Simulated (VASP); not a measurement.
# Ca7Se (Fm-3m) in VASP: a series of runs

The runs below take Ca7Se through single point, relaxation of cell and atoms, with PBE, PBE+D4.

All numbers are computed with VASP 6.6.1; they aren't measurements. Logs are shortened: lines on timing, memory, paths and dates and some standing lists are left out, and cuts for length are marked.

## 1. The cell of the first run

Symmetry: Fm-3m, No. 225, cubic system. The conventional cell has a = 9.075 Å, b = 9.075 Å, c = 9.075 Å, α = 90.00°, β = 90.00°, γ = 90.00°. Ca (site symmetry mmm) has 10 Ca at 3.21 Å and 2 Se at 3.21 Å within 4.2 Å. Ca (site symmetry m-3m) has 12 Ca at 3.21 Å within 4.2 Å. Se (site symmetry m-3m) has 12 Ca at 3.21 Å within 4.2 Å.

The cell was built from a structure type or drawn by symmetry, and may not be a known phase.

## 2. Single point, PBE

INCAR reads:

```
SYSTEM = Ca7Se
PREC     = Accurate       ! precision mode
ENCUT    = 520            ! plane-wave cutoff, eV
EDIFF    = 1E-7           ! SCF threshold, eV
ISMEAR   = 0              ! smearing method
SIGMA    = 0.1            ! smearing width, eV
LREAL    = .FALSE.        ! projectors in reciprocal space
LASPH    = .TRUE.         ! aspherical terms in the spheres
NELM     = 100            ! most SCF steps
ALGO     = Normal         ! electronic algorithm
ISIF     = 2              ! what is computed and relaxed
LWAVE    = .FALSE.        ! write WAVECAR
LCHARG   = .FALSE.        ! write CHGCAR
GGA      = PE             ! functional
NBANDS   = 48             ! bands
```

KPOINTS reads:

```
regular mesh
0
G
  4 4 4
  0 0 0
```

POSCAR reads:

```
Ca7Se
1.0
    0.0000000000      4.5375115400      4.5375115400
    4.5375115400      0.0000000000      4.5375115400
    4.5375115400      4.5375115400      0.0000000000
Ca Se
7 1
Direct
    0.0000000000      0.0000000000      0.5000000000
    0.5000000000      0.0000000000      0.5000000000
    0.0000000000      0.5000000000      0.5000000000
    0.5000000000      0.5000000000      0.0000000000
    0.0000000000      0.5000000000      0.0000000000
    0.5000000000      0.0000000000      0.0000000000
    0.5000000000      0.5000000000      0.5000000000
    0.0000000000      0.0000000000      0.0000000000
```

Potentials or basis: VASP PAW PBE potentials, release 64 (Ca_sv, Se).

The run is started by

```bash
$ cat potpaw_PBE.64/Ca_sv/POTCAR potpaw_PBE.64/Se/POTCAR > POTCAR
$ mpirun -np 1 vasp_std > vasp.out
```

OUTCAR:

```text
SYSTEM = Ca7Se
   PREC = Accurate
   ENCUT = 520
   EDIFF = 1E-7
   ISMEAR = 0
   LREAL = .FALSE.
   LASPH = .TRUE.
   NELM = 100
   ISIF = 2
   GGA = PE

 ion  position               nearest neighbor table
   1  0.000  0.000  0.500-
   2  0.500  0.000  0.500-
   3  0.000  0.500  0.500-
   4  0.500  0.500  0.000-
   5  0.000  0.500  0.000-
   6  0.500  0.000  0.000-
   7  0.500  0.500  0.500-
   8  0.000  0.000  0.000-

  LATTYP: Found a face centered cubic cell.
 ALAT       =     9.0750230800

  Lattice vectors:

 A1 = (   0.0000000000,   4.5375115400,   4.5375115400)
 A2 = (   4.5375115400,   0.0000000000,   4.5375115400)
 A3 = (   4.5375115400,   4.5375115400,   0.0000000000)

Analysis of symmetry for initial positions (statically):
=====================================================================
 Subroutine PRICEL returns:
 Original cell was already a primitive cell.

 Routine SETGRP: Setting up the symmetry group for a
 face centered cubic supercell.

 Subroutine GETGRP returns: Found 48 space group operations
 (whereof 48 operations were pure point group operations)
 out of a pool of 48 trial point group operations.

The static configuration has the point symmetry O_h .

Analysis of symmetry for dynamics (positions and initial velocities):
=====================================================================
 Subroutine PRICEL returns:
 Original cell was already a primitive cell.

 Routine SETGRP: Setting up the symmetry group for a
 face centered cubic supercell.

 Subroutine GETGRP returns: Found 48 space group operations
 (whereof 48 operations were pure point group operations)
 out of a pool of 48 trial point group operations.

The dynamic configuration has the point symmetry O_h .

 Subroutine INISYM returns: Found 48 space group operations
 (whereof 48 operations are pure point group operations),
 and found     1 'primitive' translations

----------------------------------------------------------------------------------------

                                     Primitive cell

  volume of cell :     186.8457

  direct lattice vectors                    reciprocal lattice vectors
     0.000000000  4.537511540  4.537511540    -0.110192557  0.110192557  0.110192557
     4.537511540  0.000000000  4.537511540     0.110192557 -0.110192557  0.110192557
     4.537511540  4.537511540  0.000000000     0.110192557  0.110192557 -0.110192557

  length of vectors
     6.417010359  6.417010359  6.417010359     0.190859108  0.190859108  0.190859108

  position of ions in fractional coordinates (direct lattice)
     0.000000000  0.000000000  0.500000000
     0.500000000  0.000000000  0.500000000
     0.000000000  0.500000000  0.500000000
     0.500000000  0.500000000  0.000000000
     0.000000000  0.500000000  0.000000000
     0.500000000  0.000000000  0.000000000
     0.500000000  0.500000000  0.500000000
     0.000000000  0.000000000  0.000000000

  ion indices of the primitive-cell ions
   primitive index   ion index
                 1           1
                 2           2
                 3           3
                 4           4
                 5           5
                 6           6
                 7           7
                 8           8

----------------------------------------------------------------------------------------

 KPOINTS: regular mesh

Automatic generation of k-mesh.
 Grid dimensions read from file:
 generate k-points for:    4    4    4

 Generating k-lattice:

  Cartesian coordinates                     Fractional coordinates (reciprocal lattice)
    -0.027548139  0.027548139  0.027548139     0.250000000  0.000000000  0.000000000
     0.027548139 -0.027548139  0.027548139     0.000000000  0.250000000  0.000000000
     0.027548139  0.027548139 -0.027548139     0.000000000  0.000000000  0.250000000

  Length of vectors
     0.047714777  0.047714777  0.047714777

  Shift w.r.t. Gamma in fractional coordinates (k-lattice)
     0.000000000  0.000000000  0.000000000

 Subroutine IBZKPT returns following result:
 ===========================================

 Found      8 irreducible k-points:

 Following reciprocal coordinates:
            Coordinates               Weight
  0.000000  0.000000  0.000000      1.000000
  0.250000  0.000000  0.000000      8.000000
  0.500000  0.000000  0.000000      4.000000
  0.250000  0.250000  0.000000      6.000000
  0.500000  0.250000  0.000000     24.000000
 -0.250000  0.250000  0.000000     12.000000
  0.500000  0.500000  0.000000      3.000000
 -0.250000  0.500000  0.250000      6.000000
   k-points           NKPTS =      8   k-points in BZ     NKDIM =      8   number of bands    NBANDS=     48
   number of dos      NEDOS =    301   number of ions     NIONS =      8
   total plane-waves  NPLWV = 110592
   dimension x,y,z NGX =    48 NGY =   48 NGZ =   48
   dimension x,y,z NGXF=    96 NGYF=   96 NGZF=   96
   ions per type =               7   1
   NGX,Y,Z   is equivalent  to a cutoff of  12.44, 12.44, 12.44 a.u.
   NGXF,Y,Z  is equivalent  to a cutoff of  24.87, 24.87, 24.87 a.u.
 SYSTEM =  Ca7Se
   PREC   = accura    normal or accurate (medium, high low for compatibility)
   ISTART =      0    job   : 0-new  1-cont  2-samecut
   ICHARG =      2    charge: 1-file 2-atom 10-const
   ISPIN  =      1    spin polarized calculation?
   LNONCOLLINEAR =      F non collinear calculations
   LSORBIT =      F    spin-orbit coupling
   LASPH  =      T    aspherical Exc in radial PAW
   ENCUT  =  520.0 eV  38.22 Ry    6.18 a.u.  11.93 11.93 11.93*2*pi/ulx,y,z
   NELM   =    100;   NELMIN=  2; NELMDL= -5     # of ELM steps
   EDIFF  = 0.1E-06   stopping-criterion for ELM
   LREAL  =      F    real-space projection
   EDIFFG = 0.1E-05   stopping-criterion for IOM
   NSW    =      0    number of steps for IOM
   IBRION =     -1    ionic relax: 0-MD 1-quasi-New 2-CG
   NFREE  =      0    steps in history (QN), initial steepest desc. (CG)
   ISIF   =      2    stress and relaxation
   ISYM   =      2    0-nonsym 1-usesym 2-fastsym
   POTIM  = 0.5000    time-step for ionic-motion
   TEBEG  =    0.0;   TEEND  =   0.0 temperature during run
   PSTRESS=    0.0 pullay stress
   NELECT =      76.0000    total number of electrons
   NUPDOWN=      -1.0000    fix difference up-down
   EMIN   =  10.00;   EMAX   =-10.00  energy-range for DOS
   EFERMI =   0.00;   METHOD = LEGACY
   ISMEAR =     0;   SIGMA  =   0.10  broadening in eV -4-tet -1-fermi 0-gaus
   EFERMI_NEDOS =   21; number of points for ismear=-14 and -15
   IALGO  =     38    algorithm
   IMIX   =      4    mixing-type and parameters
     AMIX     =   0.40;   BMIX     =  1.00
     AMIX_MAG =   1.60;   BMIX_MAG =  1.00
  volume/ion in A,a.u.               =      23.36       157.61
  Fermi-wavevector in a.u.,A,eV,Ry     =   1.212974  2.292189 20.018344  1.471307
  Thomas-Fermi vector in A             =   2.348441
   LORBIT       =      0    0 simple, 1 ext, 2 COOP (PROOUT), +10 PAW based schemes
   GGA     = PE    functional components
   LHFCALC =     F    Hartree Fock is set to
   AEXX    =    0.0000 exact exchange contribution
   IVDW    =     0    specifies the selected vdW correction
   LEPSILON=     F    determine dielectric tensor
   LRPA    =     F    only Hartree local field effects (RPA)
 non-spin polarized calculation
 Gauss-broadening in eV      SIGMA  =   0.10
  energy-cutoff  :      520.00
  volume of cell :      186.85
 maximum number of plane-waves:      5044
   NGX = 23   NGY = 23   NGZ = 23

 number of electron      76.0000011 magnetization

 Free energy of the ion-electron system (eV)
  ---------------------------------------------------
  ext. energy  EPLUGINS =         0.00000000
  ---------------------------------------------------
  free energy    TOTEN  =       -13.80643910 eV

  energy without entropy =      -13.76514679  energy(sigma->0) =      -13.78579294

 E-fermi :   5.1222     XC(G=0):  -9.8034

 val. band max:        5.0685522538   @ k =   0.5000   0.5000   0.0000
 cond. band min:       5.1427982284   @ k =   0.5000   0.2500   0.0000
 fundamental gap:      0.0742459746
 Fermi energy:         5.1222109324

 k-point     1 :       0.0000    0.0000    0.0000
  band No.  band energies     occupation
      1     -36.0039      2.00000
      2     -35.8815      2.00000
      3     -35.8815      2.00000
      4     -35.8815      2.00000
      5     -35.8268      2.00000
      6     -35.8268      2.00000
[... 40 lines left out ...]
     47       7.2515      0.00000
     48       7.7569      0.00000

 k-point     2 :       0.2500    0.0000    0.0000
  band No.  band energies     occupation
      1     -35.9855      2.00000
      2     -35.8988      2.00000
      3     -35.8736      2.00000
      4     -35.8736      2.00000
      5     -35.8349      2.00000
      6     -35.8349      2.00000
[... 40 lines left out ...]
     47       7.2183      0.00000
     48       7.5563      0.00000

 k-point     3 :       0.5000    0.0000    0.0000
  band No.  band energies     occupation
      1     -35.9435      2.00000
      2     -35.9396      2.00000
      3     -35.8544      2.00000
      4     -35.8544      2.00000
      5     -35.8543      2.00000
      6     -35.8543      2.00000
[... 40 lines left out ...]
     47       6.9698      0.00000
     48       7.0940      0.00000

 k-point     4 :       0.2500    0.2500    0.0000
  band No.  band energies     occupation
      1     -35.9798      2.00000
      2     -35.8821      2.00000
      3     -35.8820      2.00000
      4     -35.8820      2.00000
      5     -35.8487      2.00000
      6     -35.8264      2.00000
[... 40 lines left out ...]
     47       7.3011      0.00000
     48       7.4298      0.00000

 k-point     5 :       0.5000    0.2500    0.0000
  band No.  band energies     occupation
      1     -35.9464      2.00000
      2     -35.9161      2.00000
      3     -35.8743      2.00000
      4     -35.8710      2.00000
      5     -35.8581      2.00000
      6     -35.8344      2.00000
[... 40 lines left out ...]
     47       6.7864      0.00000
     48       6.9456      0.00000

 k-point     6 :      -0.2500    0.2500    0.0000
  band No.  band energies     occupation
      1     -35.9589      2.00000
      2     -35.9109      2.00000
      3     -35.8832      2.00000
      4     -35.8548      2.00000
      5     -35.8539      2.00000
      6     -35.8388      2.00000
[... 40 lines left out ...]
     47       7.0049      0.00000
     48       7.0642      0.00000

 k-point     7 :       0.5000    0.5000    0.0000
  band No.  band energies     occupation
      1     -35.9400      2.00000
      2     -35.8864      2.00000
      3     -35.8826      2.00000
      4     -35.8825      2.00000
      5     -35.8825      2.00000
      6     -35.8261      2.00000
[... 40 lines left out ...]
     47       6.5249      0.00000
     48       7.0217      0.00000

 k-point     8 :      -0.2500    0.5000    0.2500
  band No.  band energies     occupation
      1     -35.9231      2.00000
      2     -35.9231      2.00000
      3     -35.8860      2.00000
      4     -35.8830      2.00000
      5     -35.8425      2.00000
      6     -35.8425      2.00000
[... 40 lines left out ...]
     47       6.8419      0.00000
     48       6.9655      0.00000

------------------------ aborting loop because EDIFF is reached ----------------------------------------

  FORCE on cell =-STRESS in cart. coord.  units (eV):
  Direction    XX          YY          ZZ          XY          YZ          ZX
  --------------------------------------------------------------------------------------
  -------------------------------------------------------------------------------------
  Total       22.4236701     22.4236701     22.4236701     -0.0000000      0.0000000     -0.0000000
  in kB      192.2799739    192.2799739    192.2799739     -0.0000000      0.0000000     -0.0000000
  external PRESSURE =     192.2799739 kB  Pullay stress =       0.0000000 kB

 VOLUME and BASIS-vectors are now :
 -----------------------------------------------------------------------------
  energy-cutoff  :      520.00
  volume of cell :      186.85
      direct lattice vectors                 reciprocal lattice vectors
     0.000000000  4.537511540  4.537511540    -0.110192557  0.110192557  0.110192557
     4.537511540  0.000000000  4.537511540     0.110192557 -0.110192557  0.110192557
     4.537511540  4.537511540  0.000000000     0.110192557  0.110192557 -0.110192557

 POSITION                                       TOTAL-FORCE (eV/Angst)
 -----------------------------------------------------------------------------------
      2.26876      2.26876      0.00000        -0.000000     -0.000000      0.000000
      2.26876      4.53751      2.26876         0.000000     -0.000000      0.000000
      4.53751      2.26876      2.26876        -0.000000      0.000000      0.000000
      2.26876      2.26876      4.53751         0.000000     -0.000000      0.000000
      2.26876      0.00000      2.26876        -0.000000     -0.000000     -0.000000
      0.00000      2.26876      2.26876         0.000000      0.000000     -0.000000
      4.53751      4.53751      4.53751        -0.000000     -0.000000      0.000000
      0.00000      0.00000      0.00000        -0.000000     -0.000000      0.000000
 -----------------------------------------------------------------------------------
    total drift:                                0.000000      0.000000      0.000000

  FREE ENERGIE OF THE ION-ELECTRON SYSTEM (eV)
  ---------------------------------------------------
  free  energy   TOTEN  =       -13.8064391024 eV

  energy  without entropy=      -13.7651467856  energy(sigma->0) =      -13.78579294
```

Run time: 1.9 min. Hardware: 1 thread of Intel Xeon Platinum 8488C (Sapphire Rapids), shared host; peak memory 0.33 GiB.

What came out:

```yaml
Free_energy: -13.8064 eV
Pressure: 19.2 GPa
Band_gap_on_the_k_mesh: zero (bands 38 and 39 overlap by 1.40 eV)
```

Levels at points of the mesh, in eV from the Fermi level:
| k point | band 35 | band 36 | band 37 | band 38 | band 39 | band 40 | band 41 | band 42 | band 43 | band 44 |
| --- | --- | --- | --- | --- | --- | --- | --- | --- | --- | --- |
| (0.00, 0.00, 0.00) | -1.17 | -1.17 | -1.17 | -1.11 | -1.11 | 0.15 | 0.15 | 0.15 | 1.06 | 1.41 |
| (0.50, 0.00, 0.00) | -0.73 | -0.34 | -0.34 | -0.07 | -0.07 | 0.21 | 0.92 | 0.92 | 0.92 | 0.92 |
| (0.50, 0.50, 0.00) | -1.01 | -0.05 | -0.05 | 0.05 | 0.10 | 1.03 | 1.04 | 1.15 | 1.15 | 1.15 |

Caveat: the cell stands under pressure.

## 3. Single point, PBE

This run uses another cell than the first one, of 37.13 Å³/atom.

INCAR reads:

```
SYSTEM = Ca7Se
ALGO = Normal ; EDIFF = 1E-7
ENCUT = 520 ; GGA = PE
ISIF = 2 ; ISMEAR = 0
LASPH = .TRUE. ; LCHARG = .FALSE.
LREAL = .FALSE. ; LWAVE = .FALSE.
NBANDS = 48 ; NELM = 100
PREC = Accurate ; SIGMA = 0.1
```

KPOINTS reads:

```
k-points
0
G
  4 4 4
  0 0 0
```

Edit POSCAR of step 2 so:

```diff
@@ -2,5 +2,5 @@
 1.0
-    0.0000000000      4.5375115400      4.5375115400
-    4.5375115400      0.0000000000      4.5375115400
-    4.5375115400      4.5375115400      0.0000000000
+    0.0000000000      5.2959401309      5.2959401309
+    5.2959401309      0.0000000000      5.2959401309
+    5.2959401309      5.2959401309      0.0000000000
 Ca Se
```

Potentials or basis: VASP PAW PBE potentials, release 64 (Ca_sv, Se).

The run is started by

```bash
$ cat potpaw_PBE.64/Ca_sv/POTCAR potpaw_PBE.64/Se/POTCAR > POTCAR
$ mpirun -np 1 vasp_std > vasp.out
```

OUTCAR:

```text
SYSTEM = Ca7Se
   EDIFF = 1E-7
   ENCUT = 520
   GGA = PE
   ISIF = 2
   ISMEAR = 0
   LASPH = .TRUE.
   LREAL = .FALSE.
   NELM = 100
   PREC = Accurate

 ion  position               nearest neighbor table
   1  0.000  0.000  0.500-
   2  0.500  0.000  0.500-
   3  0.000  0.500  0.500-
   4  0.500  0.500  0.000-
   5  0.000  0.500  0.000-
   6  0.500  0.000  0.000-
   7  0.500  0.500  0.500-
   8  0.000  0.000  0.000-

  LATTYP: Found a face centered cubic cell.
 ALAT       =    10.5918802618

  Lattice vectors:

 A1 = (   0.0000000000,   5.2959401309,   5.2959401309)
 A2 = (   5.2959401309,   0.0000000000,   5.2959401309)
 A3 = (   5.2959401309,   5.2959401309,   0.0000000000)

Analysis of symmetry for initial positions (statically):
=====================================================================
 Subroutine PRICEL returns:
 Original cell was already a primitive cell.
[... 166 lines left out ...]

 val. band max:        2.4848519850   @ k =   0.5000   0.0000   0.0000
 cond. band min:       2.5500580109   @ k =   0.5000   0.2500   0.0000
 fundamental gap:      0.0652060259
 Fermi energy:         2.5330568181

 k-point     1 :       0.0000    0.0000    0.0000
  band No.  band energies     occupation
      1     -39.4991      2.00000
      2     -39.4827      2.00000
      3     -39.4827      2.00000
      4     -39.4827      2.00000
      5     -39.4748      2.00000
      6     -39.4748      2.00000
[... 397 lines left out ...]
     47       3.8928      0.00000
     48       3.9970      0.00000

------------------------ aborting loop because EDIFF is reached ----------------------------------------

  FORCE on cell =-STRESS in cart. coord.  units (eV):
  Direction    XX          YY          ZZ          XY          YZ          ZX
  --------------------------------------------------------------------------------------
  -------------------------------------------------------------------------------------
  Total        0.2338020      0.2338020      0.2338020      0.0000000      0.0000000     -0.0000000
  in kB        1.2609552      1.2609552      1.2609552      0.0000000      0.0000000     -0.0000000
  external PRESSURE =       1.2609552 kB  Pullay stress =       0.0000000 kB

 VOLUME and BASIS-vectors are now :
 -----------------------------------------------------------------------------
  energy-cutoff  :      520.00
  volume of cell :      297.07
      direct lattice vectors                 reciprocal lattice vectors
     0.000000000  5.295940131  5.295940131    -0.094411943  0.094411943  0.094411943
     5.295940131  0.000000000  5.295940131     0.094411943 -0.094411943  0.094411943
     5.295940131  5.295940131  0.000000000     0.094411943  0.094411943 -0.094411943

 POSITION                                       TOTAL-FORCE (eV/Angst)
 -----------------------------------------------------------------------------------
      2.64797      2.64797      0.00000         0.000000     -0.000000      0.000000
      2.64797      5.29594      2.64797        -0.000000      0.000000     -0.000000
      5.29594      2.64797      2.64797         0.000000      0.000000     -0.000000
      2.64797      2.64797      5.29594        -0.000000     -0.000000      0.000000
      2.64797      0.00000      2.64797        -0.000000     -0.000000      0.000000
      0.00000      2.64797      2.64797        -0.000000      0.000000      0.000000
      5.29594      5.29594      5.29594        -0.000000     -0.000000      0.000000
      0.00000      0.00000      0.00000        -0.000000     -0.000000      0.000000
 -----------------------------------------------------------------------------------
    total drift:                                0.000000      0.000000      0.000000

  FREE ENERGIE OF THE ION-ELECTRON SYSTEM (eV)
  ---------------------------------------------------
  free  energy   TOTEN  =       -18.6810797098 eV

  energy  without entropy=      -18.6370851094  energy(sigma->0) =      -18.65908241
```

Wall time 2.9 min (1 thread of Intel Xeon Platinum 8488C (Sapphire Rapids), shared host); peak memory 0.45 GiB.

Results:

```
Free energy            : -18.6811 eV
Pressure               : 0.1 GPa
Band gap on the k mesh : zero (bands 38 and 39 overlap by 0.42 eV)
```

Caveat: semilocal functionals underestimate gaps, so a narrow gap can read as zero.

[end of part 1 of 2]
